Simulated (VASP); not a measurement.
HgTe:

```
Hg Te
1.0
     0.00000    3.28916    3.28916
     3.20693    0.00000    3.28916
     3.20693    3.28916    0.00000
Hg Te
1 1
Cartesian
  0.0000 0.0000 0.0000
  1.6035 1.6446 1.6446
```

This cell differs from its parent crystal: uniaxial x strain -2.5%.

Base run:

```yaml
Program: VASP 6.6.1
Functional: PBE
Potentials_or_basis: VASP PAW PBE potentials, release 64 (Hg, Te)
Cutoff: 520 eV
k_mesh: 6 × 6 × 6
Occupations: fermi-dirac, width 0.02 eV
Spin: no spin polarisation
```

Its results: band gap on the k mesh 0.08 eV, direct; pressure 2.4 GPa.

Problem. The run is repeated on the same cell with these changes: functional from PBE to r2SCAN. What comes out?

Solution. Band gap on the k mesh 0.08 eV, direct; pressure 1.1 GPa.

Caveats: spin-orbit coupling is left out, which moves the levels of the heavy elements; the PAW data sets were made with another functional, which shifts forces and pressure a little (some runs).

